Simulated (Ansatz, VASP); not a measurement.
# InP in VASP and in Ansatz

```
In P
1.0
     0.00000    2.93050    2.93050
     2.93050    0.00000    2.93050
     2.93050    2.93050    0.00000
In P
1 1
Cartesian
  0.0000 0.0000 0.0000
  4.3957 4.3957 4.3957
```

Alike in both runs: task relaxation of cell and atoms; functional BLYP; k mesh 8 × 8 × 8; occupations fermi-dirac, width 0.05 eV; no spin polarisation.

|  | VASP | Ansatz |
| --- | --- | --- |
| version | VASP 6.6.1 | Ansatz 0.2.0 |
| potentials or method | VASP PAW PBE potentials, release 64 (In_d, P) | Ansatz PAW |
| plane-wave cutoff (eV) | 600 | 420 |
| valence electrons in the cell | 18 | 18 |

|  | VASP | Ansatz | Ansatz less VASP |
| --- | --- | --- | --- |
| relaxed volume (Å³/atom) | 28.00 | 28.02 | +0.022 |
| relaxed cell length with the largest relative difference (Å) | 4.294 | 4.296 | +0.0011 |

VASP's potentials were made for PBE, not for BLYP.

Noted on Ansatz's run: the plane-wave basis is chosen anew once the cell has moved, so the energies of steps on either side of that aren't comparable.
